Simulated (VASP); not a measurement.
# TiB2 (P6/mmm) in VASP: relaxation of cell and atoms with PBE

Aim: the relaxation of cell and atoms of TiB2 with PBE.

Program: VASP 6.6.1. These are calculated values, not measurements. Logs are shortened: lines on timing, memory, paths and dates and some standing lists are left out, and cuts for length are marked.

### 1 The cell of the first run

It takes space group P6/mmm (No. 191, hexagonal). The conventional cell has a = 3.032 Å, b = 3.032 Å, c = 3.224 Å, α = 90.00°, β = 90.00°, γ = 120.00°. Ti (site symmetry 6/mmm) has 12 B at 2.38 Å and 8 Ti at 3.03 to 3.22 Å within 3.3 Å. B (site symmetry -6m2) has 3 B at 1.75 Å and 6 Ti at 2.38 Å within 2.4 Å.

### 2 Relaxation of cell and atoms, PBE

File INCAR:

```
ALGO = Normal
EDIFF = 1E-6
EDIFFG = -0.001
ENCUT = 600
GGA = PE
IBRION = 2
ISIF = 3
ISMEAR = -1
LASPH = True
LCHARG = False
LREAL = False
LWAVE = False
NELM = 60
NSW = 80
PREC = Accurate
SIGMA = 0.15
```

File KPOINTS:

```
k-points
0
Gamma
  15 15 14
```

File POSCAR:

```
TiB2
1.0
    3.0320703133      0.0000000029      0.0000000000
   -1.5160351592      2.6258499159      0.0000000000
    0.0000000000      0.0000000000      3.2235392747
Ti B
1 2
Direct
    0.0000000000      0.0000000000      0.0000000000
    0.3333333333      0.6666666667      0.5000000000
    0.6666666667      0.3333333333      0.5000000000
```

Potentials or basis: VASP PAW PBE potentials, release 64 (Ti_sv, B).

On the command line:

```
$ cat potpaw_PBE.64/Ti_sv/POTCAR potpaw_PBE.64/B/POTCAR > POTCAR
$ mpirun -np 1 vasp_std > vasp.out
```

OUTCAR:

```text
EDIFF = 1E-6
   EDIFFG = -0.001
   ENCUT = 600
   GGA = PE
   IBRION = 2
   ISIF = 3
   ISMEAR = -1
   LASPH = True
   LREAL = False
   NELM = 60
   NSW = 80
   PREC = Accurate

 ion  position               nearest neighbor table
   1  0.000  0.000  0.000-   2 2.38   3 2.38   2 2.38   3 2.38   2 2.38   2 2.38   3 2.38   3 2.38
                             3 2.38   3 2.38   2 2.38   2 2.38
   2  0.333  0.667  0.500-   3 1.75   3 1.75   3 1.75   1 2.38   1 2.38   1 2.38   1 2.38   1 2.38
                             1 2.38
   3  0.667  0.333  0.500-   2 1.75   2 1.75   2 1.75   1 2.38   1 2.38   1 2.38   1 2.38   1 2.38
                             1 2.38

  LATTYP: Found a hexagonal cell.
 ALAT       =     3.0320703133
 C/A-ratio  =     1.0631479292

  Lattice vectors:

 A1 = (   3.0320703133,   0.0000000029,   0.0000000000)
 A2 = (  -1.5160351592,   2.6258499159,   0.0000000000)
 A3 = (   0.0000000000,   0.0000000000,   3.2235392747)

Analysis of symmetry for initial positions (statically):
=====================================================================
 Subroutine PRICEL returns:
 Original cell was already a primitive cell.

 Routine SETGRP: Setting up the symmetry group for a
 hexagonal supercell.

 Subroutine GETGRP returns: Found 24 space group operations
 (whereof 24 operations were pure point group operations)
 out of a pool of 24 trial point group operations.

The static configuration has the point symmetry D_6h.

Analysis of symmetry for dynamics (positions and initial velocities):
=====================================================================
 Subroutine PRICEL returns:
 Original cell was already a primitive cell.

 Routine SETGRP: Setting up the symmetry group for a
 hexagonal supercell.

 Subroutine GETGRP returns: Found 24 space group operations
 (whereof 24 operations were pure point group operations)
 out of a pool of 24 trial point group operations.

The dynamic configuration has the point symmetry D_6h.

 Subroutine INISYM returns: Found 24 space group operations
 (whereof 24 operations are pure point group operations),
 and found     1 'primitive' translations

----------------------------------------------------------------------------------------

                                     Primitive cell

  volume of cell :      25.6651

  direct lattice vectors                    reciprocal lattice vectors
     3.032070313  0.000000003  0.000000000     0.329807655  0.190414539  0.000000000
    -1.516035159  2.625849916  0.000000000    -0.000000000  0.380829077  0.000000000
[... 124 lines left out ...]

--------------------------------------- Ionic step        1  -------------------------------------------

 number of electron      18.0000002 magnetization

 Free energy of the ion-electron system (eV)
  ---------------------------------------------------
  ext. energy  EPLUGINS =         0.00000000
  ---------------------------------------------------
  free energy    TOTEN  =       -24.44562101 eV

  energy without entropy =      -24.41471229  energy(sigma->0) =      -24.43016665

------------------------ aborting loop because EDIFF is reached ----------------------------------------

  FORCE on cell =-STRESS in cart. coord.  units (eV):
  Direction    XX          YY          ZZ          XY          YZ          ZX
  --------------------------------------------------------------------------------------
  -------------------------------------------------------------------------------------
  Total        0.0543415      0.0543415      0.0430722     -0.0000000     -0.0000000     -0.0000000
  in kB        3.3923436      3.3923436      2.6888460     -0.0000000     -0.0000000     -0.0000000
  external PRESSURE =       3.1578444 kB  Pullay stress =       0.0000000 kB
[... 92 lines left out ...]
  FREE ENERGIE OF THE ION-ELECTRON SYSTEM (eV)
  ---------------------------------------------------
  free  energy   TOTEN  =       -24.4456480238 eV

  energy  without entropy=      -24.4146817327  energy(sigma->0) =      -24.43016488

[... ionic steps 4 to 10 ...]

--------------------------------------- Ionic step       11  -------------------------------------------

 number of electron      18.0000002 magnetization

------------------------ aborting loop because EDIFF is reached ----------------------------------------
[... 69 lines left out ...]
--------------------------------------- Ionic step       13  -------------------------------------------

 number of electron      18.0000002 magnetization

 Free energy of the ion-electron system (eV)
  ---------------------------------------------------
  ext. energy  EPLUGINS =         0.00000000
  ---------------------------------------------------
  free energy    TOTEN  =       -24.44564846 eV

  energy without entropy =      -24.41467788  energy(sigma->0) =      -24.43016317

 E-fermi :   9.9754     XC(G=0): -12.7611

 val. band max:        9.9673484363   @ k =   0.2667   0.2000   0.0000
 cond. band min:      10.0115203912   @ k =   0.2000   0.2000   0.1429
 fundamental gap:      0.0441719550
 Fermi energy:         9.9754358108

 k-point     1 :       0.0000    0.0000    0.0000
  band No.  band energies     occupation
      1     -46.9726      2.00000
      2     -23.3230      2.00000
      3     -23.0129      2.00000
      4     -23.0129      2.00000
      5      -3.5134      2.00000
      6       7.3686      2.00000
      7       7.3686      2.00000
      8       7.6813      2.00000
      9       7.8799      2.00000
     10      11.8703      0.00001
     11      11.8703      0.00001
     12      13.6412      0.00000
     13      13.6412      0.00000
[... 354 lines left out ...]
  band No.  band energies     occupation
      1     -46.9149      2.00000
      2     -23.3641      2.00000
      3     -23.2496      2.00000
      4     -23.1930      2.00000
      5       1.0690      2.00000
      6       1.1898      2.00000
      7       4.1363      2.00000
      8       7.2841      2.00000
      9       9.3915      1.96003
     10       9.9416      1.11232
     11      11.9673      0.00000
     12      12.6464      0.00000
     13      15.6746      0.00000

 [... further k-points ...]

------------------------ aborting loop because EDIFF is reached ----------------------------------------

  FORCE on cell =-STRESS in cart. coord.  units (eV):
  Direction    XX          YY          ZZ          XY          YZ          ZX
  --------------------------------------------------------------------------------------
  -------------------------------------------------------------------------------------
  Total        0.0021947      0.0021947      0.0026425     -0.0000000     -0.0000000     -0.0000000
  in kB        0.1368384      0.1368384      0.1647583     -0.0000000     -0.0000000     -0.0000000
  external PRESSURE =       0.1461451 kB  Pullay stress =       0.0000000 kB
[... 18 lines left out ...]
  FREE ENERGIE OF THE ION-ELECTRON SYSTEM (eV)
  ---------------------------------------------------
  free  energy   TOTEN  =       -24.4456484600 eV

  energy  without entropy=      -24.4146778755  energy(sigma->0) =      -24.43016317

 reached required accuracy - stopping structural energy minimisation
```

OSZICAR:

```text
N       E                     dE             d eps       ncg     rms          rms(c)
DAV:   1     0.137731901798E+03    0.13773E+03   -0.10238E+04  5616   0.176E+03
DAV:   2    -0.187963920926E+02   -0.15653E+03   -0.15268E+03  5731   0.417E+02
DAV:   3    -0.292096695099E+02   -0.10413E+02   -0.10231E+02  8136   0.996E+01
[... 66 lines left out ...]
  12 F= -.24445648E+02 E0= -.24430166E+02  d E =-.666400E-07
       N       E                     dE             d eps       ncg     rms          rms(c)
DAV:   1    -0.244456507738E+02   -0.24107E-05   -0.48603E-05  6091   0.108E-01    0.144E-02
DAV:   2    -0.244456487279E+02    0.20459E-05   -0.13051E-05  6591   0.518E-02    0.295E-03
DAV:   3    -0.244456484600E+02    0.26798E-06   -0.84392E-07  3009   0.125E-02
  13 F= -.24445648E+02 E0= -.24430163E+02  d E =-.946789E-07
```

CONTCAR:

```text
TiB2
   1.00000000000000
     3.0332926335782431    0.0000000029011511    0.0000000000000000
    -1.5166463193401647    2.6269084763119088   -0.0000000000000000
    -0.0000000000000000    0.0000000000000000    3.2248636334221654
  Ti              B
     1     2
Direct
     0.0000000000000000    1.0000000000000000    1.0000000000000000
     0.3333333332999970    0.6666666667000030    0.5000000000000000
     0.6666666667000030    0.3333333332999970    0.5000000000000000

  0.00000000E+00  0.00000000E+00  0.00000000E+00
  0.00000000E+00  0.00000000E+00  0.00000000E+00
  0.00000000E+00  0.00000000E+00  0.00000000E+00
```

Run time: 5.2 min. Hardware: 1 thread of Intel Xeon 8259CL, shared host; peak memory 0.23 GiB.

Results:

```
Free energy                           : -24.4456 eV
Relaxed volume                        : 8.57 Å³/atom
Relaxed cell                          : a = 3.033 Å, b = 3.033 Å, c = 3.225 Å, α = 90.00°, β = 90.00°, γ = 120.00°
Space group after relaxing (to 0.1 Å) : P6/mmm (No. 191)
Energy gained by relaxing             : 0.0 meV/atom
Ionic steps                           : 13
Pressure after relaxing               : 0.0 GPa
Band gap on the k mesh                : zero (bands 9 and 10 overlap by 0.59 eV)
```

Final structure:
```
CELL_PARAMETERS angstrom
3.03329 0.00000 0.00000
-1.51665 2.62691 0.00000
0.00000 0.00000 3.22486
ATOMIC_POSITIONS crystal
Ti 0.00000 0.00000 0.00000
B 0.33333 0.66667 0.50000
B 0.66667 0.33333 0.50000
```

The gap in the log of VASP goes by the Fermi energy; the results here count the filled bands.